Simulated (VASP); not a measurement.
# Al36O (a cell with a defect) in VASP: single point with PBE

Aim: the single point of Al36O (a cell with a defect) with PBE.

Program: VASP 6.6.1. These are calculated values, not measurements. Logs are shortened: lines on timing, memory, paths and dates and some standing lists are left out, and cuts for length are marked.

## Step 1: The cell of the first run

The cell holds a defect, 37 atoms: a = 8.568 Å, b = 8.568 Å, c = 11.424 Å, α = 60.00°, β = 60.00°, γ = 60.00°.

## Step 2: Single point, PBE

Input file INCAR:

```
SYSTEM = Al36O
PREC = Accurate
ENCUT = 520
EDIFF = 1E-7
ISMEAR = 1
SIGMA = 0.1
LREAL = Auto
LASPH = .True.
NELM = 60
ALGO = Normal
ISIF = 2
LWAVE = .False.
LCHARG = .False.
GGA = PE
NBANDS = 81
KPAR = 4
```

Input file KPOINTS:

```
Automatic mesh
0
Gamma
  4 4 3
  0 0 0
```

Input file POSCAR:

```
Al36O
1.0
    0.0000000000      6.0583944000      6.0583944000
    6.0583944000      0.0000000000      6.0583944000
    8.0778592000      8.0778592000      0.0000000000
Al O
36 1
Direct
    0.0008073000     -0.0007914600     -0.0003557800
    0.0013169500     -0.0002445400      0.2491982300
    0.0007034900     -0.0008620300      0.5001365500
    0.0008504700     -0.0007388600      0.7497863300
   -0.0010541600      0.3304411200      0.0029249300
    0.0026955700      0.3327967700      0.2478214200
    0.0010125400      0.3319582100      0.4998137900
    0.0005009700      0.3304017300      0.7507786700
   -0.0001875200      0.6671993200      0.0002421300
    0.0018037300      0.6665466100      0.2481529600
   -0.0009645600      0.6675902700      0.4980871900
   -0.0013409500      0.6682556700      0.7515141200
    0.3319913600     -0.0026135900      0.0029134800
    0.3343175800      0.0011891200      0.2478062000
    0.3334982100     -0.0005189500      0.4998247900
    0.3319676800     -0.0010670500      0.7507766100
    0.3351806800      0.3336307100     -0.0003861200
    0.3347892200      0.3332567700      0.2469347100
    0.3282308300      0.3267901200      0.4955864100
    0.3268199900      0.3251782800      0.7652732800
    0.3328160700      0.6672506400     -0.0013443300
    0.3318978600      0.6667655700      0.2499589100
    0.3296136700      0.6831959400      0.4951080100
    0.3325984400      0.6679208000      0.7497362700
    0.6687745200     -0.0017923900      0.0002537700
    0.6681116800      0.0002433400      0.2481698800
    0.6690941100     -0.0024815800      0.4981144300
    0.6698142300     -0.0029209600      0.7515283200
    0.6688118000      0.3312421200     -0.0013332100
    0.6683186300      0.3303360600      0.2499910700
    0.6848203000      0.3280012200      0.4951766800
    0.6694867000      0.3310163000      0.7497400100
    0.6678198700      0.6662421100      0.0004985400
    0.6689435000      0.6673679700      0.2492708000
    0.6692647800      0.6677334000      0.4975810800
    0.6676604600      0.6661389300      0.7485433800
    0.4168595200      0.4151548000      0.5637349100
```

Potentials or basis: VASP PAW PBE potentials, release 64 (Al, O).

Run with:

```console
cat potpaw_PBE.64/Al/POTCAR potpaw_PBE.64/O/POTCAR > POTCAR
mpirun -np 4 vasp_std > vasp.out
```

OUTCAR:

```text
SYSTEM = Al36O
   PREC = Accurate
   ENCUT = 520
   EDIFF = 1E-7
   ISMEAR = 1
   LREAL = Auto
   LASPH = .True.
   NELM = 60
   ISIF = 2
   GGA = PE

 ion  position               nearest neighbor table
   1  0.001  0.999  1.000-  16 2.84   8 2.84  21 2.84  10 2.84  29 2.84  26 2.84   9 2.85  25 2.85
                            13 2.85   5 2.85   4 2.85   2 2.86
   2  0.001  1.000  0.249-   5 2.82  13 2.82  22 2.84  30 2.84  11 2.84  27 2.85  14 2.85   6 2.85
                             1 2.86  26 2.86  10 2.86   3 2.86
   3  0.001  0.999  0.500-  31 2.76  23 2.76  15 2.85   7 2.85   4 2.85  12 2.85  28 2.85  11 2.86
                            27 2.86   2 2.86  14 2.87   6 2.87
   4  0.001  0.999  0.750-  12 2.84  28 2.84  24 2.84  32 2.84  16 2.84   8 2.84  15 2.85   7 2.85
                             3 2.85   9 2.85  25 2.85   1 2.85
   5  0.999  0.330  0.003-  20 2.76   2 2.82   6 2.82  30 2.83   1 2.85  29 2.85  13 2.85  33 2.86
                             9 2.87   8 2.87  17 2.88  12 2.88
   6  0.003  0.333  0.248-  31 2.78   5 2.82  14 2.84  17 2.84  18 2.84   9 2.85   2 2.85  10 2.86
                            34 2.86  30 2.86   7 2.87   3 2.87
   7  0.001  0.332  0.500-  31 2.75  19 2.76  32 2.85  15 2.85   3 2.85   4 2.85  11 2.86   8 2.86
                            35 2.86   6 2.87  10 2.87  18 2.87
   8  0.001  0.330  0.751-  29 2.84  32 2.84  16 2.84   1 2.84   4 2.84   7 2.86  20 2.86  19 2.86
                            36 2.86   5 2.87  11 2.89  12 2.89
   9  1.000  0.667  0.000-  25 2.84  10 2.84  34 2.84  12 2.84  21 2.84   1 2.85   6 2.85  33 2.85
[... 40 lines left out ...]
                            36 2.86  30 2.87  33 2.88  21 2.88
  30  0.668  0.330  0.250-   5 2.83  26 2.84   2 2.84  27 2.84  19 2.86  18 2.86   6 2.86  31 2.86
                            33 2.86  29 2.87  22 2.88  34 2.89
  31  0.685  0.328  0.495-  37 1.87   7 2.75   3 2.76   6 2.78  32 2.86  35 2.86  34 2.86  30 2.86
                            28 2.88  27 2.88  23 3.04  19 3.06  20 3.08
  32  0.669  0.331  0.750-   8 2.84   4 2.84  29 2.84   7 2.85  28 2.85  25 2.86  36 2.86  31 2.86
                            17 2.86  20 2.88  35 2.88  24 2.89
  33  0.668  0.666  0.000-  28 2.84  12 2.84  25 2.85   9 2.85  34 2.85   5 2.86  13 2.86  22 2.86
                            30 2.86  29 2.88  21 2.88  36 2.88
  34  0.669  0.667  0.249-  35 2.84  25 2.84   9 2.84  10 2.84  26 2.84  33 2.85  23 2.86  31 2.86
                             6 2.86  14 2.86  30 2.89  22 2.89
  35  0.669  0.668  0.498-  11 2.83  27 2.83  34 2.84  26 2.85  10 2.85  36 2.85  15 2.86   7 2.86
                            31 2.86  23 2.86  24 2.88  32 2.88
  36  0.668  0.666  0.749-  27 2.85  11 2.85  35 2.85  24 2.86  32 2.86  28 2.86  12 2.86  21 2.86
                            29 2.86  16 2.86   8 2.86  33 2.88
  37  0.417  0.415  0.564-  19 1.87  31 1.87  23 1.88  20 1.88

  LATTYP: Found a base centered monoclinic cell.
 ALAT       =    14.8399749405
 B/A-ratio  =     0.5773502692
 C/A-ratio  =     0.7698003589
 COS(beta)  =    -0.5773502692

  Lattice vectors:

 A1 = (   0.0000000000,  -6.0583944000,  -6.0583944000)
 A2 = (  -6.0583944000,   0.0000000000,  -6.0583944000)
 A3 = (   8.0778592000,   8.0778592000,   0.0000000000)

Analysis of symmetry for initial positions (statically):
[... 232 lines left out ...]
   IMIX   =      4    mixing-type and parameters
     AMIX     =   0.40;   BMIX     =  1.00
     AMIX_MAG =   1.60;   BMIX_MAG =  1.00
  volume/ion in A,a.u.               =      16.03       108.15
  Fermi-wavevector in a.u.,A,eV,Ry     =   0.944850  1.785507 12.146474  0.892741
  Thomas-Fermi vector in A             =   2.072694
   LORBIT       =      0    0 simple, 1 ext, 2 COOP (PROOUT), +10 PAW based schemes
   GGA     = PE    functional components
   LHFCALC =     F    Hartree Fock is set to
   AEXX    =    0.0000 exact exchange contribution
   IVDW    =     0    specifies the selected vdW correction
   LEPSILON=     F    determine dielectric tensor
   LRPA    =     F    only Hartree local field effects (RPA)
 non-spin polarized calculation
 Methfessel and Paxton  Order N= 1 SIGMA  =   0.10
  energy-cutoff  :      520.00
  volume of cell :      592.98
 maximum number of plane-waves:     16003
   NGX = 31   NGY = 31   NGZ = 43

 number of electron     114.0000000 magnetization

 Free energy of the ion-electron system (eV)
  ---------------------------------------------------
  ext. energy  EPLUGINS =         0.00000000
  ---------------------------------------------------
  free energy    TOTEN  =      -143.39745285 eV

  energy without entropy =     -143.40433862  energy(sigma->0) =     -143.39974811

 E-fermi :   8.0841     XC(G=0): -10.2584

 val. band max:        8.0832576322   @ k =  -0.2500   0.2500   0.0000
 cond. band min:       8.0933842664   @ k =   0.0000  -0.2500   0.0000
 fundamental gap:      0.0101266342
 Fermi energy:         8.0841372003

 k-point     1 :       0.0000    0.0000    0.0000
  band No.  band energies     occupation
      1     -13.4640      2.00000
      2      -2.9415      2.00000
      3      -1.5565      2.00000
      4      -1.2418      2.00000
      5      -0.9625      2.00000
      6      -0.8794      2.00000
[... 1717 lines left out ...]
     68       9.6218     -0.00000
     69       9.6944     -0.00000

 [... further k-points ...]

 [bands above 69 left out]

------------------------ aborting loop because EDIFF is reached ----------------------------------------

  FORCE on cell =-STRESS in cart. coord.  units (eV):
  Direction    XX          YY          ZZ          XY          YZ          ZX
  --------------------------------------------------------------------------------------
  -------------------------------------------------------------------------------------
  Total        4.5536878      4.5468690      6.7107352     -1.0304073      0.5896487      0.5913431
  in kB       12.3036076     12.2851839     18.1317334     -2.7840571      1.5931717      1.5977496
  external PRESSURE =      14.2401749 kB  Pullay stress =       0.0000000 kB

 VOLUME and BASIS-vectors are now :
 -----------------------------------------------------------------------------
  energy-cutoff  :      520.00
  volume of cell :      592.98
      direct lattice vectors                 reciprocal lattice vectors
     0.000000000  6.058394400  6.058394400    -0.082530117  0.082530117  0.082530117
     6.058394400  0.000000000  6.058394400     0.082530117 -0.082530117  0.082530117
     8.077859200  8.077859200  0.000000000     0.061897588  0.061897588 -0.061897588

 POSITION                                       TOTAL-FORCE (eV/Angst)
 -----------------------------------------------------------------------------------
     14.12858      8.07988      6.05849        -0.001837     -0.002176     -0.074714
      8.06990      2.02097      6.06489        -0.002524     -0.002603     -0.064320
     10.09320      4.04429      6.05743        -0.051728     -0.050858      0.064034
     12.11059      6.06182      6.05907         0.063650      0.064726     -0.007067
      2.02557      6.07564      8.05395         0.104358     -0.050622      0.015502
      4.01808      2.01820      2.03254        -0.027042      0.072317      0.041168
[... 29 lines left out ...]
     10.08236     10.09158      8.08068         0.075578      0.078277     -0.027919
      7.06894      7.07927      5.04067         0.010411     -0.001315      0.006627
 -----------------------------------------------------------------------------------
    total drift:                                0.011125      0.007548      0.007170

  FREE ENERGIE OF THE ION-ELECTRON SYSTEM (eV)
  ---------------------------------------------------
  free  energy   TOTEN  =      -143.3974528530 eV

  energy  without entropy=     -143.4043386211  energy(sigma->0) =     -143.39974811
```

OSZICAR:

```text
N       E                     dE             d eps       ncg     rms          rms(c)
DAV:   1     0.203320846034E+03    0.20332E+03   -0.41069E+04  4212   0.115E+03
DAV:   2    -0.119365576522E+03   -0.32269E+03   -0.30320E+03  5019   0.157E+02
DAV:   3    -0.145172364828E+03   -0.25807E+02   -0.24978E+02  5151   0.389E+01
[... 22 lines left out ...]
DAV:  26    -0.143397462793E+03    0.82567E-05   -0.15125E-05  4629   0.131E-02    0.244E-02
DAV:  27    -0.143397456587E+03    0.62055E-05   -0.11517E-05  4776   0.114E-02    0.154E-02
DAV:  28    -0.143397453404E+03    0.31834E-05   -0.88743E-06  4523   0.109E-02    0.750E-03
DAV:  29    -0.143397452920E+03    0.48367E-06   -0.45823E-06  4784   0.645E-03    0.263E-03
DAV:  30    -0.143397452853E+03    0.67239E-07   -0.98749E-07  4532   0.319E-03
   1 F= -.14339745E+03 E0= -.14339975E+03  d E =0.688577E-02
```

stdout:

```text
POSCAR found type information on POSCAR AlO
 POSCAR found :  2 types and      37 ions
 scaLAPACK will be used
 LDA part: xc-table for (Slater+PW92), standard interpolation
 -----------------------------------------------------------------------------
|                                                                             |
|           W    W    AA    RRRRR   N    N  II  N    N   GGGG   !!!           |
|           W    W   A  A   R    R  NN   N  II  NN   N  G    G  !!!           |
|           W    W  A    A  R    R  N N  N  II  N N  N  G       !!!           |
|           W WW W  AAAAAA  RRRRR   N  N N  II  N  N N  G  GGG   !            |
|           WW  WW  A    A  R   R   N   NN  II  N   NN  G    G                |
|           W    W  A    A  R    R  N    N  II  N    N   GGGG   !!!           |
|                                                                             |
|     Your reciprocal lattice and k-lattice belong to different lattice       |
|     classes:                                                                |
|                                                                             |
|        The reciprocal lattice is base-centered monoclinic,                  |
|        whereas your k-lattice is body-centered cubic.                       |
|                                                                             |
|     Results are often still useful ...                                      |
|                                                                             |
 -----------------------------------------------------------------------------

 POSCAR, INCAR and KPOINTS ok, starting setup
 FFT: planning ... GRIDC
 FFT: planning ... GRID_SOFT
 FFT: planning ... GRID
 WAVECAR not read
 entering main loop
```

It took 20 min on 4 MPI ranks of Intel Xeon Platinum 8259CL at 2.50GHz (Skylake/Cascade Lake), shared host; peak memory 1.2 GiB.

What came out:

```yaml
Free_energy: -143.3975 eV
Pressure: 1.4 GPa
Largest_force: 0.348 eV/Å
Band_gap_on_the_k_mesh: zero (bands 57 and 58 overlap by 0.51 eV)
```

Forces on the atoms (eV/Å):
```
Al  -0.002 -0.002 -0.075
Al  -0.003 -0.003 -0.064
Al  -0.052 -0.051  0.064
Al   0.064  0.065 -0.007
Al   0.104 -0.051  0.016
Al  -0.027  0.072  0.041
Al  -0.039 -0.037  0.065
Al   0.005 -0.058 -0.041
Al  -0.021  0.029 -0.011
Al   0.021 -0.003  0.013
Al  -0.009  0.010 -0.010
Al  -0.031  0.007 -0.034
Al  -0.050  0.106  0.014
Al   0.072 -0.025  0.042
Al  -0.038 -0.038  0.064
Al  -0.060  0.006 -0.041
Al   0.024  0.027 -0.033
Al  -0.011 -0.007 -0.048
Al  -0.205 -0.204 -0.193
Al   0.160  0.155 -0.119
Al  -0.047  0.105  0.059
Al  -0.048 -0.040  0.016
Al   0.201 -0.199  0.159
Al   0.069  0.018 -0.005
Al   0.030 -0.022 -0.010
Al  -0.005  0.019  0.013
Al   0.011 -0.007 -0.008
Al   0.005 -0.030 -0.033
Al   0.106 -0.046  0.060
Al  -0.038 -0.048  0.016
Al  -0.201  0.200  0.159
Al   0.020  0.069 -0.004
Al  -0.088 -0.090 -0.073
Al  -0.027 -0.025  0.016
Al   0.022  0.023  0.015
Al   0.076  0.078 -0.028
O    0.010 -0.001  0.007
```

Stress tensor (GPa, compression positive):
```
 1.23 -0.28  0.16
-0.28  1.23  0.16
 0.16  0.16  1.81
```

Levels at points of the mesh, in eV from the Fermi level:
```tsv
k point	band 54	band 55	band 56	band 57	band 58	band 59	band 60	band 61
(0.00, 0.00, 0.00)	-0.74	-0.50	-0.46	0.06	0.40	0.45	0.47	0.52
(0.50, 0.00, 0.00)	-0.54	-0.47	-0.26	0.09	0.11	0.65	0.76	0.84
(0.00, 0.50, 0.00)	-0.54	-0.47	-0.26	0.09	0.11	0.65	0.76	0.84
(0.50, 0.50, 0.00)	-0.59	-0.35	-0.12	0.30	0.36	0.56	0.68	0.70
```
